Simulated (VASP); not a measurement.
A run of VASP 6.6.1 is set up as follows.

INCAR

```
PREC = Accurate
ENCUT = 520
EDIFF = 1E-6
ISMEAR = -1
SIGMA = 0.05
LREAL = False
LASPH = True
NELM = 150
ALGO = Normal
ISIF = 2
LWAVE = False
LCHARG = False
ISPIN = 2
MAGMOM = 1 1 0 0 0
LORBIT = 11
LMAXMIX = 4
GGA = PS
NBANDS = 26
```

KPOINTS

```
regular mesh
0
Gamma
  8 8 6
```

Contents of POSCAR:

```
Al3Ni2
1.0
    3.9673882383      0.0000000000      0.0000000000
   -1.9836941192      3.4358590010      0.0000000000
    0.0000000000      0.0000000000      4.8481035499
Ni Al
2 3
Direct
    0.6666666667      0.3333333333      0.8534280000
    0.3333333333      0.6666666667      0.1465720000
    0.6666666667      0.3333333333      0.3519170000
    0.3333333333      0.6666666667      0.6480830000
    0.0000000000      0.0000000000      0.0000000000
```

Potentials or basis: VASP PAW PBE potentials, release 64 (Ni, Al).

Run with:

```sh
$ cat potpaw_PBE.64/Ni/POTCAR potpaw_PBE.64/Al/POTCAR > POTCAR
$ mpirun -np 1 vasp_std > vasp.out
```

Estimate the pressure.

3.1 GPa.

Estimate the net moment.

0.00 μB per cell.

What does it give for the largest force?

0.045 eV/Å.

Forces in eV/Å, atoms in the order of the input:
```
Ni   0.000  0.000  0.013
Ni   0.000  0.000 -0.013
Al   0.000  0.000  0.045
Al   0.000  0.000 -0.045
Al   0.000  0.000  0.000
```

Caveat: the PAW data sets were made with another functional, which shifts forces and pressure a little.
